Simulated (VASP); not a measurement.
# Bi (P2_1/m) in VASP: electric field gradients with r2SCAN

Aim: the electric field gradients of Bi with r2SCAN.

Everything below comes from runs of VASP 6.6.1. Logs are shortened: lines on timing, memory, paths and dates and some standing lists are left out, and cuts for length are marked.

## (1) The cell of the first run

It takes space group P2_1/m (No. 11, monoclinic). Conventional cell: a = 4.656 Å, b = 4.659 Å, c = 6.457 Å, α = 90.00°, β = 90.53°, γ = 90.00°. Within 4.2 Å of Bi (site symmetry m) lie 8 Bi at 3.22 to 4.18 Å. Within 4.3 Å of Bi (site symmetry m) lie 8 Bi at 3.22 to 4.23 Å.

## (2) Electric field gradients, r2SCAN

POSCAR reads:

```
Bi
1.0
    4.6561540000      0.0000000000      0.0000000000
    0.0000000000      4.6586320000      0.0000000000
   -0.0593570000      0.0000000000      6.4564720000
Bi
4
Direct
    0.8263170000      0.2500000000      0.2361530000
    0.6975330000      0.2500000000      0.7341970000
    0.3024670000      0.7500000000      0.2658030000
    0.1736830000      0.7500000000      0.7638470000
```

INCAR.step1 reads:

```
SYSTEM = Bi
PREC = Accurate
ENCUT = 520
ISMEAR = -1
SIGMA = 0.05
LREAL = .FALSE.
LASPH = .TRUE.
NELM = 100
NBANDS = 38
GGA = PE
ALGO = Normal
EDIFF = 1E-4
LWAVE = .TRUE.
LCHARG = .FALSE.
```

INCAR.step2 reads:

```
SYSTEM = Bi
PREC = Accurate
ENCUT = 520
EDIFF = 1E-8
ISMEAR = -1
SIGMA = 0.05
LREAL = .FALSE.
LASPH = .TRUE.
NELM = 100
ALGO = Normal
ISIF = 2
LWAVE = .FALSE.
LCHARG = .FALSE.
METAGGA = R2SCAN
LMIXTAU = .TRUE.
LEFG = .TRUE.
NBANDS = 38
ISTART = 1
```

KPOINTS reads:

```
Automatic mesh
0
G
  7 7 5
  0 0 0
```

Potentials or basis: VASP PAW PBE potentials, release 64 (Bi_d).

Run with:

```bash
cat potpaw_PBE.64/Bi_d/POTCAR > POTCAR
cp INCAR.step1 INCAR
mpirun -np 1 vasp_std > vasp.out
cp INCAR.step2 INCAR
mpirun -np 1 vasp_std > vasp.out
```

OUTCAR:

```text
SYSTEM = Bi
   PREC = Accurate
   ENCUT = 520
   EDIFF = 1E-8
   ISMEAR = -1
   LREAL = .FALSE.
   LASPH = .TRUE.
   NELM = 100
   ISIF = 2
   METAGGA = R2SCAN
   ISTART = 1

 ion  position               nearest neighbor table
   1  0.826  0.250  0.236-   3 3.22   3 3.22   2 3.28   2 3.29   3 3.38   3 3.38
   2  0.698  0.250  0.734-   4 3.22   4 3.22   1 3.28   1 3.29   4 3.38   4 3.38
   3  0.302  0.750  0.266-   1 3.22   1 3.22   4 3.28   4 3.29   1 3.38   1 3.38
   4  0.174  0.750  0.764-   2 3.22   2 3.22   3 3.28   3 3.29   2 3.38   2 3.38

  LATTYP: Found a simple monoclinic cell.
 ALAT       =     4.6561540000
 B/A-ratio  =     1.0005321989
 C/A-ratio  =     1.3867120462
 COS(beta)  =    -0.0091930224

  Lattice vectors:

 A1 = (   4.6561540000,   0.0000000000,   0.0000000000)
 A2 = (   0.0000000000,   4.6586320000,   0.0000000000)
 A3 = (  -0.0593570000,   0.0000000000,   6.4564720000)

Analysis of symmetry for initial positions (statically):
=====================================================================
 Subroutine PRICEL returns:
 Original cell was already a primitive cell.

 Routine SETGRP: Setting up the symmetry group for a
 simple monoclinic supercell.

 Subroutine GETGRP returns: Found  4 space group operations
 (whereof  2 operations were pure point group operations)
 out of a pool of  4 trial point group operations.

The static configuration has the point symmetry S_2 .
 The point group associated with its full space group is C_2h.

Analysis of symmetry for dynamics (positions and initial velocities):
=====================================================================
 Subroutine PRICEL returns:
 Original cell was already a primitive cell.

 Routine SETGRP: Setting up the symmetry group for a
 simple monoclinic supercell.

 Subroutine GETGRP returns: Found  4 space group operations
 (whereof  2 operations were pure point group operations)
 out of a pool of  4 trial point group operations.

The dynamic configuration has the point symmetry S_2 .
 The point group associated with its full space group is C_2h.

 Subroutine INISYM returns: Found  4 space group operations
 (whereof  2 operations are pure point group operations),
 and found     1 'primitive' translations

----------------------------------------------------------------------------------------

[... 144 lines left out ...]

 val. band max:        6.2098087501   @ k =   0.0000   0.2857   0.4000
 cond. band min:       6.2792694941   @ k =  -0.4286   0.0000   0.2000
 fundamental gap:      0.0694607440
 Fermi energy:         6.2265805327

 k-point     1 :       0.0000    0.0000    0.0000
  band No.  band energies     occupation
      1     -17.3514      2.00000
      2     -17.3414      2.00000
      3     -17.3339      2.00000
      4     -17.2303      2.00000
      5     -17.2184      2.00000
      6     -17.2183      2.00000
[... 973 lines left out ...]
     37      10.9242      0.00000
     38      11.6599      0.00000

 [... further k-points ...]

------------------------ aborting loop because EDIFF is reached ----------------------------------------

  FORCE on cell =-STRESS in cart. coord.  units (eV):
  Direction    XX          YY          ZZ          XY          YZ          ZX
  --------------------------------------------------------------------------------------
  -------------------------------------------------------------------------------------
  Total       -1.2330110     -1.1457215     -0.6058876      0.0000000      0.0000000     -0.0757722
  in kB      -14.1057606    -13.1071604     -6.9314109      0.0000000      0.0000000     -0.8668415
  external PRESSURE =     -11.3814439 kB  Pullay stress =       0.0000000 kB

 VOLUME and BASIS-vectors are now :
 -----------------------------------------------------------------------------
  energy-cutoff  :      520.00
  volume of cell :      140.05
      direct lattice vectors                 reciprocal lattice vectors
     4.656154000  0.000000000  0.000000000     0.214769529  0.000000000  0.001974465
     0.000000000  4.658632000  0.000000000     0.000000000  0.214655289  0.000000000
    -0.059357000  0.000000000  6.456472000     0.000000000  0.000000000  0.154883348

 POSITION                                       TOTAL-FORCE (eV/Angst)
 -----------------------------------------------------------------------------------
      3.83344      1.16466      1.52472         0.015551      0.000000      0.052083
      3.20424      1.16466      4.74032         0.052121      0.000000      0.081802
      1.39256      3.49397      1.71615        -0.052121      0.000000     -0.081802
      0.76336      3.49397      4.93176        -0.015551     -0.000000     -0.052083
 -----------------------------------------------------------------------------------
    total drift:                                0.000000     -0.000000     -0.000000

  FREE ENERGIE OF THE ION-ELECTRON SYSTEM (eV)
  ---------------------------------------------------
  free  energy   TOTEN  =      -233.7435095352 eV

  energy  without entropy=     -233.7340119926  energy(sigma->0) =     -233.73876076

 Electric field gradients (V/A^2)
---------------------------------------------------------------------
 ion       V_xx      V_yy      V_zz      V_xy      V_xz      V_yz
---------------------------------------------------------------------
   1      15.890    19.900   -35.790    -0.000   -34.011    -0.000
   2      -5.837   -21.865    27.702     0.000    37.392    -0.000
   3      -5.837   -21.865    27.702    -0.000    37.392     0.000
   4      15.890    19.900   -35.790     0.000   -34.011    -0.000
---------------------------------------------------------------------

 Electric field gradients after diagonalization (V/A^2)
 (convention: |V_zz| > |V_xx| > |V_yy|)
----------------------------------------------------------------------
 ion       V_xx      V_yy      V_zz     asymmetry (V_yy - V_xx)/ V_zz
----------------------------------------------------------------------
   1      32.764    19.900   -52.664       0.244
   2     -30.047   -21.865    51.913       0.158
   3     -30.047   -21.865    51.913       0.158
   4      32.764    19.900   -52.664       0.244
----------------------------------------------------------------------

           NMR quadrupolar parameters

 Cq : quadrupolar parameter    Cq=e*Q*V_zz/h
 eta: asymmetry parameters     (V_yy - V_xx)/ V_zz
 Q  : nuclear electric quadrupole moment in mb (millibarn)
----------------------------------------------------------------------
 ion       Cq(MHz)       eta       Q (mb)
----------------------------------------------------------------------
   1      -0.127       0.244       1.000
   2       0.126       0.158       1.000
   3       0.126       0.158       1.000
   4      -0.127       0.244       1.000
----------------------------------------------------------------------
```

OUTCAR.step1:

```text
SYSTEM = Bi
   PREC = Accurate
   ENCUT = 520
   ISMEAR = -1
   LREAL = .FALSE.
   LASPH = .TRUE.
   NELM = 100
[... 1215 lines left out ...]
      3.20424      1.16466      4.74032        -0.078520     -0.000000      0.049692
      1.39256      3.49397      1.71615         0.078520      0.000000     -0.049692
      0.76336      3.49397      4.93176         0.028981      0.000000     -0.016999
 -----------------------------------------------------------------------------------
    total drift:                                0.000000     -0.000000     -0.000000

  FREE ENERGIE OF THE ION-ELECTRON SYSTEM (eV)
  ---------------------------------------------------
  free  energy   TOTEN  =       -15.4152837697 eV

  energy  without entropy=      -15.4039786347  energy(sigma->0) =      -15.40963120
```

OSZICAR.step1:

```text
N       E                     dE             d eps       ncg     rms          rms(c)
DAV:   1     0.716305064113E+03    0.71631E+03   -0.31396E+04  5478   0.191E+03
DAV:   2     0.638295610746E+02   -0.65248E+03   -0.64037E+03  5478   0.537E+02
DAV:   3    -0.117734939202E+02   -0.75603E+02   -0.74253E+02  6430   0.199E+02
DAV:   4    -0.152293640565E+02   -0.34559E+01   -0.34445E+01  6162   0.449E+01
DAV:   5    -0.154100211128E+02   -0.18066E+00   -0.18064E+00  7102   0.937E+00    0.110E+00
DAV:   6    -0.154102165462E+02   -0.19543E-03   -0.58843E-02  7486   0.304E+00    0.667E-01
DAV:   7    -0.154150786499E+02   -0.48621E-02   -0.45812E-02  6614   0.213E+00    0.205E-01
DAV:   8    -0.154151497100E+02   -0.71060E-04   -0.24943E-03  6826   0.539E-01    0.118E-01
DAV:   9    -0.154152922391E+02   -0.14253E-03   -0.10920E-03  6540   0.328E-01    0.133E-02
DAV:  10    -0.154152837697E+02    0.84694E-05   -0.43294E-05  3162   0.672E-02
   1 F= -.15415284E+02 E0= -.15409631E+02  d E =-.113051E-01
```

Run time: 15 min. Hardware: 1 thread of Intel Xeon Platinum 8488C (Sapphire Rapids), shared host; peak memory 0.42 GiB.

Results:

* Free energy: -233.7435 eV
* Pressure: -1.1 GPa
* Largest force: 0.097 eV/Å
* Largest electric field gradient by atom: Bi -52.7, +51.9 (each value once) V/Å²

Forces in eV/Å, atoms in the order of the input:
```
Bi   0.016  0.000  0.052
Bi   0.052  0.000  0.082
Bi  -0.052  0.000 -0.082
Bi  -0.016  0.000 -0.052
```

Levels at points of the mesh, in eV from the Fermi level:
```csv
k point,band 27,band 28,band 29,band 30,band 31,band 32,band 33,band 34
"(0.00, 0.00, 0.00)",-2.88,-1.61,-1.34,-1.28,2.96,3.37,3.58,3.75
```

Electric field gradients, principal values (V/Å²):
```tsv
atom	least	middle	greatest (by size)
1 Bi	19.900	32.764	-52.664
2 Bi	-21.865	-30.047	51.913
3 Bi	-21.865	-30.047	51.913
4 Bi	19.900	32.764	-52.664
```

Caveat: without QUAD_EFG the Cq values of the log hold for a quadrupole moment of 1 mb, not for the nuclei; the PAW data sets were made with another functional, which shifts forces and pressure a little; spin-orbit coupling is left out, which moves the levels of the heavy elements.
